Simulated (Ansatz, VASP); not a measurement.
**WCl in VASP and in Ansatz**

```
W Cl
1.0
     2.94347    0.00000    0.00000
    -1.47174    2.54912    0.00000
     0.00000    0.00000    4.65194
W Cl
1 1
Direct
  0.00000 0.00000 0.00000
  0.00000 0.00000 0.50000
```

Alike in both runs: functional PBE; k mesh 6 × 6 × 4; occupations gaussian, width 0.2 eV; no spin polarisation.

Ansatz relaxed the structure, and its values are those at the end. VASP's run is a single point on that final structure, the one shown.

|  | VASP | Ansatz |
| --- | --- | --- |
| version | VASP 6.6.1 | Ansatz 0.2.0 |
| potentials or method | VASP PAW PBE potentials, release 64 (W_sv, Cl), cutoff 500 eV | scalar-relativistic, plane waves, PAW |
| valence electrons in the cell | 21 | 21 |

```csv
,VASP,Ansatz,Ansatz less VASP
gap on the k mesh at the Fermi level (eV),none,none,-
pressure (GPa),-0.2,-0.3,-0.09
```

A gap of «none» marks a metal or a gap that the smearing closes. The functional is the same, so the differences come from potentials, cutoffs and numerics.

The k mesh is coarse, so the values compare programs but aren't converged. Neither program's run includes spin-orbit coupling.
